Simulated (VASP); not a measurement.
# SnSe in VASP: a series of runs

SnSe is run at these levels: PBE; tasks: single point.

Everything below comes from runs of VASP 6.6.1. Logs are shortened: lines on timing, memory, paths and dates and some standing lists are left out, and cuts for length are marked.

## (1) The cell of the first run

It takes space group Fm-3m (No. 225, cubic). Conventional cell: a = 6.020 Å, b = 6.020 Å, c = 6.020 Å, α = 90.00°, β = 90.00°, γ = 90.00°. Within 4.0 Å of Sn (site symmetry m-3m) lie 6 Se at 3.01 Å. Within 4.0 Å of Se (site symmetry m-3m) lie 6 Sn at 3.01 Å.

## (2) Single point, PBE

The input, INCAR:

```
SYSTEM = SnSe
PREC = Accurate ; ENCUT = 500
EDIFF = 1E-6 ; ISMEAR = -1
SIGMA = 0.02 ; LREAL = .FALSE.
LASPH = .TRUE. ; NELM = 120
ALGO = Normal ; ISIF = 2
LWAVE = .FALSE. ; LCHARG = .FALSE.
GGA = PE ; NBANDS = 17
GGA_COMPAT = .FALSE.
```

The input, KPOINTS:

```
Automatic mesh
0
G
  13 13 13
  0 0 0
```

The input, POSCAR:

```
SnSe
1.0
    0.0000000000      3.0100000000      3.0100000000
    3.0100000000      0.0000000000      3.0100000000
    3.0100000000      3.0100000000      0.0000000000
Sn Se
1 1
Direct
    0.0000000000      0.0000000000      0.0000000000
    0.5000000000      0.5000000000      0.5000000000
```

Potentials or basis: VASP PAW PBE potentials, release 64 (Sn_d, Se).

On the command line:

```bash
$ cat potpaw_PBE.64/Sn_d/POTCAR potpaw_PBE.64/Se/POTCAR > POTCAR
$ mpirun -np 1 vasp_std > vasp.out
```

OUTCAR:

```text
SYSTEM = SnSe
   PREC = Accurate
   ENCUT = 500
   EDIFF = 1E-6
   ISMEAR = -1
   LREAL = .FALSE.
   LASPH = .TRUE.
   NELM = 120
   ISIF = 2
   GGA = PE

 ion  position               nearest neighbor table
   1  0.000  0.000  0.000-   2 3.01   2 3.01   2 3.01   2 3.01   2 3.01   2 3.01
   2  0.500  0.500  0.500-   1 3.01   1 3.01   1 3.01   1 3.01   1 3.01   1 3.01

  LATTYP: Found a face centered cubic cell.
 ALAT       =     6.0200000000

  Lattice vectors:

 A1 = (   0.0000000000,   3.0100000000,   3.0100000000)
 A2 = (   3.0100000000,   0.0000000000,   3.0100000000)
 A3 = (   3.0100000000,   3.0100000000,   0.0000000000)

Analysis of symmetry for initial positions (statically):
=====================================================================
 Subroutine PRICEL returns:
 Original cell was already a primitive cell.

 Routine SETGRP: Setting up the symmetry group for a
 face centered cubic supercell.

 Subroutine GETGRP returns: Found 48 space group operations
 (whereof 48 operations were pure point group operations)
 out of a pool of 48 trial point group operations.

The static configuration has the point symmetry O_h .

Analysis of symmetry for dynamics (positions and initial velocities):
=====================================================================
 Subroutine PRICEL returns:
 Original cell was already a primitive cell.

 Routine SETGRP: Setting up the symmetry group for a
 face centered cubic supercell.

 Subroutine GETGRP returns: Found 48 space group operations
 (whereof 48 operations were pure point group operations)
 out of a pool of 48 trial point group operations.

The dynamic configuration has the point symmetry O_h .

 Subroutine INISYM returns: Found 48 space group operations
 (whereof 48 operations are pure point group operations),
 and found     1 'primitive' translations

----------------------------------------------------------------------------------------

                                     Primitive cell

  volume of cell :      54.5418

  direct lattice vectors                    reciprocal lattice vectors
     0.000000000  3.010000000  3.010000000    -0.166112957  0.166112957  0.166112957
     3.010000000  0.000000000  3.010000000     0.166112957 -0.166112957  0.166112957
     3.010000000  3.010000000  0.000000000     0.166112957  0.166112957 -0.166112957

  length of vectors
     4.256782823  4.256782823  4.256782823     0.287716081  0.287716081  0.287716081

  position of ions in fractional coordinates (direct lattice)
     0.000000000  0.000000000  0.000000000
     0.500000000  0.500000000  0.500000000

  ion indices of the primitive-cell ions
   primitive index   ion index
                 1           1
                 2           2

----------------------------------------------------------------------------------------

 KPOINTS: Automatic mesh

Automatic generation of k-mesh.
 Grid dimensions read from file:
 generate k-points for:   13   13   13

 Generating k-lattice:

  Cartesian coordinates                     Fractional coordinates (reciprocal lattice)
    -0.012777920  0.012777920  0.012777920     0.076923077  0.000000000  0.000000000
     0.012777920 -0.012777920  0.012777920     0.000000000  0.076923077  0.000000000
     0.012777920  0.012777920 -0.012777920     0.000000000  0.000000000  0.076923077

  Length of vectors
     0.022132006  0.022132006  0.022132006

  Shift w.r.t. Gamma in fractional coordinates (k-lattice)
     0.000000000  0.000000000  0.000000000

 Subroutine IBZKPT returns following result:
 ===========================================

 Found     84 irreducible k-points:

 Following reciprocal coordinates:
            Coordinates               Weight
  0.000000  0.000000  0.000000      1.000000
  0.076923  0.000000  0.000000      8.000000
  0.153846  0.000000  0.000000      8.000000
  0.230769  0.000000  0.000000      8.000000
  0.307692  0.000000  0.000000      8.000000
  0.384615  0.000000  0.000000      8.000000
[... 16 lines left out ...]
  0.384615  0.153846  0.000000     24.000000
  0.461538  0.153846  0.000000     24.000000
 [... further k-points ...]
   k-points           NKPTS =     84   k-points in BZ     NKDIM =     84   number of bands    NBANDS=     17
   number of dos      NEDOS =    301   number of ions     NIONS =      2
   total plane-waves  NPLWV =  32768
   dimension x,y,z NGX =    32 NGY =   32 NGZ =   32
   dimension x,y,z NGXF=    64 NGYF=   64 NGZF=   64
   ions per type =               1   1
   NGX,Y,Z   is equivalent  to a cutoff of  12.50, 12.50, 12.50 a.u.
   NGXF,Y,Z  is equivalent  to a cutoff of  24.99, 24.99, 24.99 a.u.
 SYSTEM =  SnSe
   PREC   = accura    normal or accurate (medium, high low for compatibility)
   ISTART =      0    job   : 0-new  1-cont  2-samecut
   ICHARG =      2    charge: 1-file 2-atom 10-const
   ISPIN  =      1    spin polarized calculation?
   LNONCOLLINEAR =      F non collinear calculations
   LSORBIT =      F    spin-orbit coupling
   LASPH  =      T    aspherical Exc in radial PAW
   ENCUT  =  500.0 eV  36.75 Ry    6.06 a.u.   7.76  7.76  7.76*2*pi/ulx,y,z
   NELM   =    120;   NELMIN=  2; NELMDL= -5     # of ELM steps
   EDIFF  = 0.1E-05   stopping-criterion for ELM
   LREAL  =      F    real-space projection
   EDIFFG = 0.1E-04   stopping-criterion for IOM
   NSW    =      0    number of steps for IOM
   IBRION =     -1    ionic relax: 0-MD 1-quasi-New 2-CG
   NFREE  =      0    steps in history (QN), initial steepest desc. (CG)
   ISIF   =      2    stress and relaxation
   ISYM   =      2    0-nonsym 1-usesym 2-fastsym
   POTIM  = 0.5000    time-step for ionic-motion
   TEBEG  =    0.0;   TEEND  =   0.0 temperature during run
   PSTRESS=    0.0 pullay stress
   NELECT =      20.0000    total number of electrons
   NUPDOWN=      -1.0000    fix difference up-down
   EMIN   =  10.00;   EMAX   =-10.00  energy-range for DOS
   EFERMI =   0.00;   METHOD = LEGACY
   ISMEAR =    -1;   SIGMA  =   0.02  broadening in eV -4-tet -1-fermi 0-gaus
   EFERMI_NEDOS =   21; number of points for ismear=-14 and -15
   IALGO  =     38    algorithm
   IMIX   =      4    mixing-type and parameters
     AMIX     =   0.40;   BMIX     =  1.00
     AMIX_MAG =   1.60;   BMIX_MAG =  1.00
  volume/ion in A,a.u.               =      27.27       184.03
  Fermi-wavevector in a.u.,A,eV,Ry     =   1.171768  2.214321 18.681350  1.373040
  Thomas-Fermi vector in A             =   2.308207
   LORBIT       =      0    0 simple, 1 ext, 2 COOP (PROOUT), +10 PAW based schemes
   GGA     = PE    functional components
   LHFCALC =     F    Hartree Fock is set to
   AEXX    =    0.0000 exact exchange contribution
   IVDW    =     0    specifies the selected vdW correction
   LEPSILON=     F    determine dielectric tensor
   LRPA    =     F    only Hartree local field effects (RPA)
 non-spin polarized calculation
  energy-cutoff  :      500.00
  volume of cell :       54.54
 maximum number of plane-waves:      1411
   NGX = 15   NGY = 15   NGZ = 15

 number of electron      20.0000005 magnetization

 Free energy of the ion-electron system (eV)
  ---------------------------------------------------
  ext. energy  EPLUGINS =         0.00000000
  ---------------------------------------------------
  free energy    TOTEN  =        -8.21096853 eV

  energy without entropy =       -8.21096817  energy(sigma->0) =       -8.21096835

 E-fermi :   5.7850     XC(G=0):  -9.5966

 val. band max:        5.5789649714   @ k =  -0.3846   0.0769   0.0000
 cond. band min:       6.0026112923   @ k =  -0.4615   0.0769   0.0000
 fundamental gap:      0.4236463209
 Fermi energy:         5.7850181334

 k-point     1 :       0.0000    0.0000    0.0000
  band No.  band energies     occupation
      1     -16.0155      2.00000
      2     -16.0155      2.00000
      3     -16.0155      2.00000
      4     -16.0131      2.00000
      5     -16.0131      2.00000
      6      -8.2721      2.00000
[... 9 lines left out ...]
     16      11.4561      0.00000
     17      13.7460      0.00000

 k-point     2 :       0.0769    0.0000    0.0000
  band No.  band energies     occupation
      1     -16.0153      2.00000
      2     -16.0151      2.00000
      3     -16.0151      2.00000
      4     -16.0132      2.00000
      5     -16.0132      2.00000
      6      -8.2302      2.00000
[... 9 lines left out ...]
     16      11.6058      0.00000
     17      14.1750      0.00000

 k-point     3 :       0.1538    0.0000    0.0000
  band No.  band energies     occupation
      1     -16.0155      2.00000
      2     -16.0155      2.00000
      3     -16.0149      2.00000
      4     -16.0120      2.00000
      5     -16.0120      2.00000
      6      -8.1087      2.00000
[... 9 lines left out ...]
     16      11.9974      0.00000
     17      15.2067      0.00000

 k-point     4 :       0.2308    0.0000    0.0000
  band No.  band energies     occupation
      1     -16.0171      2.00000
      2     -16.0171      2.00000
      3     -16.0143      2.00000
      4     -16.0092      2.00000
      5     -16.0092      2.00000
      6      -7.9225      2.00000
[... 9 lines left out ...]
     16      12.6011      0.00000
     17      16.5523      0.00000

 k-point     5 :       0.3077    0.0000    0.0000
  band No.  band energies     occupation
      1     -16.0190      2.00000
      2     -16.0190      2.00000
      3     -16.0137      2.00000
      4     -16.0062      2.00000
      5     -16.0062      2.00000
      6      -7.7003      2.00000
[... 9 lines left out ...]
     16      13.4059      0.00000
     17      17.5276      0.00000

 k-point     6 :       0.3846    0.0000    0.0000
  band No.  band energies     occupation
      1     -16.0205      2.00000
      2     -16.0205      2.00000
      3     -16.0133      2.00000
      4     -16.0037      2.00000
      5     -16.0037      2.00000
      6      -7.4902      2.00000
[... 9 lines left out ...]
     16      14.3894      0.00000
     17      16.8948      0.00000

 k-point     7 :       0.4615    0.0000    0.0000
  band No.  band energies     occupation
      1     -16.0214      2.00000
      2     -16.0214      2.00000
      3     -16.0130      2.00000
      4     -16.0023      2.00000
      5     -16.0023      2.00000
      6      -7.3576      2.00000
[... 9 lines left out ...]
     16      15.4718      0.00000
     17      15.9129      0.00000

 k-point     8 :       0.0769    0.0769    0.0000
  band No.  band energies     occupation
      1     -16.0158      2.00000
      2     -16.0145      2.00000
      3     -16.0145      2.00000
      4     -16.0141      2.00000
      5     -16.0126      2.00000
      6      -8.2162      2.00000
[... 9 lines left out ...]
     16      11.8906      0.00000
     17      13.8222      0.00000
[... 203 lines left out ...]
      1     -16.0153      2.00000
      2     -16.0148      2.00000
      3     -16.0144      2.00000
      4     -16.0143      2.00000
      5     -16.0119      2.00000
      6      -8.1617      2.00000
[... 9 lines left out ...]
     16      12.1718      0.00000
     17      14.1357      0.00000

 k-point    20 :       0.1538    0.1538    0.0000
  band No.  band energies     occupation
      1     -16.0175      2.00000
      2     -16.0169      2.00000
      3     -16.0118      2.00000
      4     -16.0118      2.00000
      5     -16.0114      2.00000
      6      -8.0542      2.00000
[... 9 lines left out ...]
     16      12.9306      0.00000
     17      14.0504      0.00000

 k-point    21 :       0.2308    0.1538    0.0000
  band No.  band energies     occupation
      1     -16.0199      2.00000
      2     -16.0170      2.00000
      3     -16.0123      2.00000
      4     -16.0099      2.00000
      5     -16.0085      2.00000
      6      -7.9159      2.00000
[... 9 lines left out ...]
     16      13.5301      0.00000
     17      14.6723      0.00000

 k-point    22 :       0.3077    0.1538    0.0000
  band No.  band energies     occupation
      1     -16.0222      2.00000
      2     -16.0162      2.00000
      3     -16.0137      2.00000
      4     -16.0080      2.00000
      5     -16.0053      2.00000
      6      -7.7255      2.00000
[... 9 lines left out ...]
     16      14.2452      0.00000
     17      15.8727      0.00000

 k-point    23 :       0.3846    0.1538    0.0000
  band No.  band energies     occupation
      1     -16.0240      2.00000
      2     -16.0154      2.00000
      3     -16.0147      2.00000
      4     -16.0064      2.00000
      5     -16.0029      2.00000
      6      -7.5173      2.00000
[... 9 lines left out ...]
     16      15.1601      0.00000
     17      16.8469      0.00000

 k-point    24 :       0.4615    0.1538    0.0000
  band No.  band energies     occupation
      1     -16.0248      2.00000
      2     -16.0170      2.00000
      3     -16.0129      2.00000
      4     -16.0053      2.00000
      5     -16.0016      2.00000
      6      -7.3427      2.00000
[... 9 lines left out ...]
     16      16.0968      0.00000
     17      16.1340      0.00000

 [... further k-points ...]

------------------------ aborting loop because EDIFF is reached ----------------------------------------

  FORCE on cell =-STRESS in cart. coord.  units (eV):
  Direction    XX          YY          ZZ          XY          YZ          ZX
  --------------------------------------------------------------------------------------
  -------------------------------------------------------------------------------------
  Total        0.3608250      0.3608250      0.3608250      0.0000000      0.0000000     -0.0000000
  in kB       10.5993136     10.5993136     10.5993136      0.0000000      0.0000000     -0.0000000
  external PRESSURE =      10.5993136 kB  Pullay stress =       0.0000000 kB

 VOLUME and BASIS-vectors are now :
 -----------------------------------------------------------------------------
  energy-cutoff  :      500.00
  volume of cell :       54.54
      direct lattice vectors                 reciprocal lattice vectors
     0.000000000  3.010000000  3.010000000    -0.166112957  0.166112957  0.166112957
     3.010000000  0.000000000  3.010000000     0.166112957 -0.166112957  0.166112957
     3.010000000  3.010000000  0.000000000     0.166112957  0.166112957 -0.166112957

 POSITION                                       TOTAL-FORCE (eV/Angst)
 -----------------------------------------------------------------------------------
      0.00000      0.00000      0.00000         0.000000      0.000000     -0.000000
      3.01000      3.01000      3.01000        -0.000000     -0.000000      0.000000
 -----------------------------------------------------------------------------------
    total drift:                                0.000000     -0.000000     -0.000000

  FREE ENERGIE OF THE ION-ELECTRON SYSTEM (eV)
  ---------------------------------------------------
  free  energy   TOTEN  =        -8.2109685283 eV

  energy  without entropy=       -8.2109681737  energy(sigma->0) =       -8.21096835
```

Wall time 21 s (1 thread of Intel Xeon 6975P-C (Granite Rapids), shared host); peak memory 0.22 GiB.

What came out:

```yaml
Free_energy: -8.2110 eV
Pressure: 1.1 GPa
```

Caveat: this odd mesh misses L, where the gap lies, so gap, dielectric constants and Born charges aren't listed; spin-orbit coupling is left out, which moves the levels of the heavy elements.

## (3) Single point, PBE (volume scaled by 1.06, then relaxed in part)

The input, INCAR:

```
SYSTEM = SnSe
  PREC = Accurate
  ENCUT = 500
  EDIFF = 1E-6
  ISMEAR = -1
  SIGMA = 0.02
  LREAL = .FALSE.
  LASPH = .TRUE.
  NELM = 120
  ALGO = Normal
  ISIF = 2
  LWAVE = .FALSE.
  LCHARG = .TRUE.
  GGA = PE
  LELF = .TRUE.
  LVHAR = .TRUE.
  NBANDS = 17
  GGA_COMPAT = .FALSE.
```

The input, KPOINTS:

```
regular mesh
0
G
  13 13 13
  0 0 0
```

The input, POSCAR:

```
SnSe
1.0
    0.0000000000      3.0690345955      3.0690345955
    3.0690345955      0.0000000000      3.0690345955
    3.0690345955      3.0690345955      0.0000000000
Sn Se
1 1
Direct
    0.0000000000      0.0000000000      0.0000000000
    0.5000000000      0.5000000000      0.5000000000
```

Potentials or basis: VASP PAW PBE potentials, release 64 (Sn_d, Se).

On the command line:

```bash
$ cat potpaw_PBE.64/Sn_d/POTCAR potpaw_PBE.64/Se/POTCAR > POTCAR
$ mpirun -np 1 vasp_std > vasp.out
```

It took 22 s on 1 thread of Intel Xeon 6975P-C (Granite Rapids), shared host; peak memory 0.22 GiB.

Results (log left out):

| Property | Result |
| --- | --- |
| Free energy | -8.2042 eV |
| Pressure | -1.7 GPa |

Levels at points of the mesh, in eV from the Fermi level:
| k point | band 6 | band 7 | band 8 | band 9 | band 10 | band 11 | band 12 | band 13 | band 14 | band 15 |
| --- | --- | --- | --- | --- | --- | --- | --- | --- | --- | --- |
| (0.00, 0.00, 0.00) | -13.65 | -5.41 | -2.19 | -2.19 | -2.19 | 3.93 | 3.93 | 3.93 | 5.77 | 5.77 |

Caveat: this odd mesh misses L, where the gap lies, so gap, dielectric constants and Born charges aren't listed; spin-orbit coupling is left out, which moves the levels of the heavy elements.

## (4) Single point, PBE (z stretched by -2 %, then relaxed in part)

The input, INCAR:

```
SYSTEM = SnSe
ALGO = Normal
EDIFF = 1E-6
ENCUT = 500
GGA = PE
GGA_COMPAT = .False.
ISIF = 2
ISMEAR = -1
LASPH = .True.
LCHARG = .False.
LREAL = .False.
LWAVE = .False.
NBANDS = 17
NELM = 120
PREC = Accurate
SIGMA = 0.02
```

The input, KPOINTS:

```
k-points
0
Gamma
  13 13 13
  0 0 0
```

The input, POSCAR:

```
SnSe
1.0
    0.0000000000      3.0100000000      2.9498000000
    3.0100000000      0.0000000000      2.9498000000
    3.0100000000      3.0100000000      0.0000000000
Sn Se
1 1
Direct
    0.0000000000      0.0000000000      0.0000000000
    0.5000000000      0.5000000000      0.5000000000
```

On the command line:

```bash
$ cat potpaw_PBE.64/Sn_d/POTCAR potpaw_PBE.64/Se/POTCAR > POTCAR
$ mpirun -np 1 vasp_std > vasp.out
```

Run time: 42 s. Hardware: 1 thread of Intel Xeon 6975P-C (Granite Rapids), shared host; peak memory 0.3 GiB.

It converged, with:

| Property | Result |
| --- | --- |
| Free energy | -8.1935 eV |
| Pressure | 2.2 GPa |
| Band gap on the k mesh | 0.31 eV, indirect (least direct gap 0.38 eV) |

Stress tensor (GPa, compression positive):
```
1.30 0.00 0.00
0.00 1.30 0.00
0.00 0.00 4.11
```

Levels at points of the mesh, in eV from the valence-band top:
```
           k point  band 6  band 7  band 8  band 9  band 10  band 11  band 12  band 13  band 14  band 15
(0.00, 0.00, 0.00)  -14.06   -5.05   -2.44   -2.24    -2.24     4.18     4.18     4.67     5.74     5.74
```

Caveat: the cell differs from its parent crystal (z stretched by -2 %, then relaxed in part); spin-orbit coupling is left out, which moves the levels of the heavy elements. A k mesh can miss the band edges.

## (5) Summary

| cell | pressure (GPa) |
| --- | --- |
| a = 4.257 Å, angles 60.0°, 2 atoms | 1.1 |
| a = 4.340 Å, angles 60.0°, 2 atoms | -1.7 |
| a = 4.214, b = 4.214, c = 4.257 Å, angles 59.7, 59.7, 60.7°, 2 atoms | 2.2 |

Alike in all rows: task single point; level PBE; potentials or basis VASP PAW PBE potentials, release 64 (Sn_d, Se); no spin polarisation; k mesh 13 × 13 × 13; cutoff (eV) 500; smearing fermi-dirac 0.02 eV.

Caveats: spin-orbit coupling is left out, which moves the levels of the heavy elements.

Absolute energies hang on the potentials; compare differences alone.
